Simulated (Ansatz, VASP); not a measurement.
## Two plane-wave programs on BeTe

```
CELL_PARAMETERS angstrom
0.00000 2.77000 2.77000
2.77000 0.00000 2.77000
2.77000 2.77000 0.00000
ATOMIC_POSITIONS crystal
Be 0.00000 0.00000 0.00000
Te 0.75000 0.75000 0.75000
```

Alike in both runs: task single point; functional PBE; dispersion D3(BJ); k mesh 8 × 8 × 8; occupations gaussian, width 0.05 eV; no spin polarisation.

```csv
,VASP,Ansatz
version,VASP 6.6.1,Ansatz 0.2.0
potentials or method,"VASP PAW PBE potentials, release 64 (Be, Te), cutoff 600 eV","scalar-relativistic, plane waves, PAW"
valence electrons in the cell,8,18
```

VASP gave:

```
pressure (GPa) : 1.6
```

Question: Which values does Ansatz return?

Answer: Pressure (GPa): 1.4.

VASP's potentials hold 8 valence electrons a cell and Ansatz's 18, so a difference there can come from the potentials and not from the codes.

Neither program's run includes spin-orbit coupling.
